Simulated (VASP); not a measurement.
Here is a VASP 6.6.1 calculation.

The input INCAR:

```
SYSTEM = CsPbCl3
  PREC = Accurate
  ENCUT = 520
  EDIFF = 1E-6
  ISMEAR = -1
  SIGMA = 0.02
  LREAL = .False.
  LASPH = .True.
  NELM = 100
  ALGO = Normal
  ISIF = 2
  LWAVE = .False.
  LCHARG = .True.
  GGA = PE
  LELF = .True.
  LVHAR = .True.
  NBANDS = 30
```

Contents of KPOINTS:

```
regular mesh
0
Gamma
  4 4 4
  0 0 0
```

File POSCAR:

```
CsPbCl3
1.0
    4.0141224383      2.3175546703      3.2773182015
   -4.0141224383      2.3175546703      3.2773182015
    0.0000000000     -4.6351093407      3.2773182014
Cs Pb Cl
1 1 3
Direct
    0.5000000000      0.5000000000      0.5000000000
    0.0000000000      0.0000000000      0.0000000000
    0.5000000000      0.0000513870      0.9999486130
    0.0000513870      0.9999486130      0.5000000000
    0.9999486130      0.5000000000      0.0000513870
```

Potentials or basis: VASP PAW PBE potentials, release 64 (Cs_sv, Pb_d, Cl).

Command:

```bash
$ cat potpaw_PBE.64/Cs_sv/POTCAR potpaw_PBE.64/Pb_d/POTCAR potpaw_PBE.64/Cl/POTCAR > POTCAR
$ mpirun -np 1 vasp_std > vasp.out
```

Task: What does it give for the pressure?

Result: 0.7 GPa.

Task: Predict the band gap on the k mesh.

Result: 2.10 eV.

Caveat: spin-orbit coupling is left out, which moves the levels of the heavy elements. A k mesh can miss the band edges.
